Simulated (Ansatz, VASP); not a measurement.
## Cu3N in VASP and in Ansatz

```
Cu N
1.0
     3.66763    0.00000    0.00000
     0.00000    3.66763    0.00000
     0.00000    0.00000    3.66763
Cu N
3 1
Direct
  0.50000 0.00000 0.00000
  0.00000 0.50000 0.00000
  0.00000 0.00000 0.50000
  0.00000 0.00000 0.00000
```

Alike in both runs: task single point; functional PBE; k mesh 10 × 10 × 10; occupations gaussian, width 0.01 eV; no spin polarisation.

```csv
,VASP,Ansatz
version,VASP 6.6.1,Ansatz 0.2.0
potentials or method,"VASP PAW PBE potentials, release 64 (Cu, N), cutoff 600 eV","scalar-relativistic, plane waves, PAW"
valence electrons in the cell,38,62
```

Ansatz gave:

| Property | Result |
| --- | --- |
| gap on the k mesh at the Fermi level (eV) | none |
| pressure (GPa) | 19.9 |

Estimate VASP's values.

gap on the k mesh at the Fermi level (eV): none; pressure (GPa): 20.9.

A gap of «none» marks a metal or a gap that the smearing closes. VASP's potentials hold 38 valence electrons a cell and Ansatz's 62, so a difference there can come from the potentials and not from the codes.
